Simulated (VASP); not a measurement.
Runs of VASP 6.6.1 on NbRu3C. The structure is that of space group Pm-3m (No. 221), or close to it. The cells are those of the table. 

| cell | gap on the mesh (eV) | pressure (GPa) |
| --- | --- | --- |
| a = 3.982 Å, 5 atoms | none | 1.7 |
| a = 4.038 Å, 5 atoms | none | -10.9 |
| a = 4.092 Å, 5 atoms | none | -20.8 |
| a = 4.010 Å, 5 atoms | none | -5.0 |
| a = 4.145 Å, 5 atoms | none | (b) |
| a = 4.119 Å, 5 atoms | none | -25.0 |
| a = 4.065 Å, 5 atoms | none | (a) |

Alike in all rows: task single point; level LDA; potentials or basis VASP PAW LDA potentials, release 64 (Nb_sv, Ru_pv, C); no spin polarisation; k mesh 6 × 6 × 6; cutoff (eV) 520; smearing fermi-dirac 0.1 eV.

Q: Estimate the missing entries.

A: (a) -16.1; (b) -28.6.

A k mesh can miss the band edges, and the runs leave out spin-orbit coupling on Nb, Ru.

A gap of «none» marks levels without a gap at the run's occupations.
